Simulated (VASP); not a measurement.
Input of a VASP 6.6.1 run:

Contents of INCAR:

```
PREC = Accurate ; ENCUT = 520
EDIFF = 1E-7 ; ISMEAR = -1
SIGMA = 0.02 ; LREAL = Auto
LASPH = True ; NELM = 100
ALGO = Normal ; ISIF = 2
LWAVE = False ; LCHARG = False
GGA = PE ; NBANDS = 101
```

The input KPOINTS:

```
regular mesh
0
Gamma
  2 2 2
```

The input POSCAR:

```
Hf4Si4GeO16
1.0
    6.5725000000      0.0000000000      0.0000000000
    0.0000000000      6.5725000000      0.0000000000
    0.0000000000      0.0000000000      5.9632000000
Hf Si O Ge
4 4 16 1
Direct
    0.0112286040      0.5087409661      0.2489435203
    0.0085051350      0.0039710917      0.0148074859
    0.5172156714      0.0295321415      0.7648913335
    0.4945150247      0.5044199315      0.5110175745
    0.5425332826      0.0221681248      0.2440803595
    0.0430886269      0.0289235451      0.5086027636
   -0.0084290605      0.4972993534      0.7520123424
    0.4965233929      0.5097299353     -0.0003856990
    0.4636896158      0.3478737162      0.8034612289
    0.7007531381      0.1034461773      0.0370270995
    0.0042906048      0.1966983644      0.3212369198
    0.3583111449      0.0052795740      0.0592634827
    0.5109319133      0.2006542412      0.4410215991
    0.2067097756      0.0314340053      0.7060806279
    0.4565994675      0.8478356790      0.4348671854
    0.3171091670      0.5026093572      0.1820666756
    0.0908634462      0.8565842526      0.3087436276
    0.1655534424      0.5401901864      0.5680507110
    0.5194979079      0.7110536326      0.8275757982
    0.8060859642      0.4204792697      0.6054635095
    0.0025408901      0.6831647014      0.9477294070
    0.6918676303      0.4988969190      0.1530889455
    0.0541650818      0.3240928110      0.9377850818
    0.8286801065     -0.0356333207      0.6450395761
    0.7359300114      0.7738759985      0.3820599678
```

Potentials or basis: VASP PAW PBE potentials, release 64 (Hf_pv, Si, O, Ge_d).

Launch:

```sh
$ cat potpaw_PBE.64/Hf_pv/POTCAR potpaw_PBE.64/Si/POTCAR potpaw_PBE.64/O/POTCAR potpaw_PBE.64/Ge_d/POTCAR > POTCAR
$ mpirun -np 1 vasp_std > vasp.out
```

(1) Estimate the band gap on the k mesh.

(2) Predict the pressure.

Results:

(1) 1.63 eV.

(2) 16.8 GPa.

Caveat: the k points lie up to 0.53 Å⁻¹ apart; spin-orbit coupling is left out, which moves the levels of the heavy elements.
